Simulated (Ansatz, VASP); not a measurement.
# SiC5 in VASP and in Ansatz

Contents of POSCAR:

```
SiC5
1.0
    2.7247302423      0.0000000000      0.0000000000
   -1.3623651212      2.3596856083      0.0000000000
    0.0000000000      0.0000000000      6.7451248089
C Si
5 1
Direct
    0.0000000000      0.0000000000     -0.0279056134
    0.6666666667      0.3333333333      0.6696755148
    0.3333333333      0.6666666667      0.3656409587
    0.6666666667      0.3333333333      0.8962861346
    0.3333333333      0.6666666667      0.5929510660
    0.0000000000      0.0000000000      0.2533519394
```

INCAR.step1

```
SYSTEM = SiC5
PREC = Accurate
ENCUT = 910
ISMEAR = 0
SIGMA = 0.01
LREAL = .FALSE.
LASPH = .TRUE.
NELM = 120
NBANDS = 21
GGA = PE
ALGO = Normal
EDIFF = 1E-5
LWAVE = .TRUE.
LCHARG = .FALSE.
GGA_COMPAT = .FALSE.
```

File INCAR.step2:

```
SYSTEM = SiC5
PREC = Accurate
ENCUT = 910
EDIFF = 1E-6
ISMEAR = 0
SIGMA = 0.01
LREAL = .FALSE.
LASPH = .TRUE.
NELM = 120
ALGO = Normal
ISIF = 2
LWAVE = .FALSE.
LCHARG = .FALSE.
METAGGA = R2SCAN
LMIXTAU = .TRUE.
NBANDS = 21
ISTART = 1
GGA_COMPAT = .FALSE.
```

KPOINTS

```
Automatic mesh
0
G
  9 9 4
  0 0 0
```

Input for Ansatz:

```yaml
crystal:
  lattice:
    - [2.7247302423, 0.0, 0.0]
    - [-1.3623651212, 2.3596856083, 0.0]
    - [0.0, 0.0, 6.7451248089]
  atoms:
    - { symbol: C, position: [0.0, 0.0, -0.0279056134] }
    - { symbol: C, position: [0.6666666667, 0.3333333333, 0.6696755148] }
    - { symbol: C, position: [0.3333333333, 0.6666666667, 0.3656409587] }
    - { symbol: C, position: [0.6666666667, 0.3333333333, 0.8962861346] }
    - { symbol: C, position: [0.3333333333, 0.6666666667, 0.592951066] }
    - { symbol: Si, position: [0.0, 0.0, 0.2533519394] }
kpoints:
  mp_grid: { grid: [9, 9, 4] }
hamiltonian:
  xc: r2scan
scf:
  occupations: { method: fixed }
  n_extra_bands: 5
output:
  forces: true
  stress: true
  eigenvalues: true
```

Alike in both runs: task single point; functional r2SCAN; k mesh 9 × 9 × 4; no spin polarisation.

```csv
,VASP,Ansatz
version,VASP 6.6.1,Ansatz 0.2.0
potentials or method,"VASP PAW PBE potentials, release 64 (C_h, Si)","plane waves, PAW"
plane-wave cutoff (eV),910,500
occupations,"gaussian, width 0.01 eV",fixed
valence electrons in the cell,24,24
```

|  | VASP | Ansatz | Ansatz less VASP |
| --- | --- | --- | --- |
| gap on the k mesh at the Fermi level (eV) | 1.84 | 1.83 | -0.010 |
| rms of the force components (eV/Å) | 0.020 | 0.001 | -0.0185 |

VASP's potentials were made for PBE, not for r2SCAN. Atom by atom the forces differ by 0.019 eV/Å (rms over components).

Noted on VASP's run: the cutoff is short for stress, so the pressure is rough.
